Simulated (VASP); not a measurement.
Here is a VASP 6.6.1 calculation.

The input INCAR:

```
SYSTEM = HC4
  ALGO = Normal
  DIPOL = 0.5 0.5 0.234
  EDIFF = 1E-6
  ENCUT = 520
  GGA = PE
  IDIPOL = 3
  ISIF = 2
  ISMEAR = 0
  IVDW = 12
  LASPH = .TRUE.
  LCHARG = .FALSE.
  LDIPOL = .TRUE.
  LREAL = .FALSE.
  LWAVE = .FALSE.
  NBANDS = 28
  NELM = 60
  PREC = Accurate
  SIGMA = 0.1
```

Contents of KPOINTS:

```
k-points
0
G
  6 6 1
  0 0 0
```

POSCAR

```
HC4
1.0
    4.9313048819      0.0000000000      0.0000000000
   -2.4656524409      4.2706353015      0.0000000000
    0.0000000000      0.0000000000     18.0000331942
C H
8 2
Direct
    0.3333333333      0.1666666667      0.2222236565
    0.3333333333      0.6666666667      0.2222236565
    0.8333333333      0.1666666667      0.2222236565
    0.8333333333      0.6666666667      0.2222236565
    0.1666666667      0.3333333333      0.2222218124
    0.1666666667      0.8333333333      0.2222218124
    0.6666666667      0.3333333333      0.2222218124
    0.6666666667      0.8333333333      0.2222218124
    0.0646417736      0.1666666667      0.2827791004
    0.6020248930      0.1666666667      0.2827791004
```

Potentials or basis: VASP PAW PBE potentials, release 64 (C, H).

Run with:

```sh
$ cat potpaw_PBE.64/C/POTCAR potpaw_PBE.64/H/POTCAR > POTCAR
$ mpirun -np 1 vasp_std > vasp.out
```

**Question.** What does it give for the band gap on the k mesh?

**Answer.** Zero (bands 17 and 18 overlap by 0.67 eV).

**Question.** What does it give for the dispersion energy per atom?

**Answer.** -0.078 eV.

Forces on the atoms (eV/Å):
```
C    0.000 -2.115 -1.738
C    0.093  1.319  0.052
C    0.000 -2.169 -1.302
C   -0.093  1.319  0.052
C    0.442  0.118  1.487
C    0.000 -0.222 -0.263
C   -0.442  0.118  1.487
C    0.000 -1.141 -0.447
H   -0.075  1.386  0.337
H    0.075  1.386  0.337
```
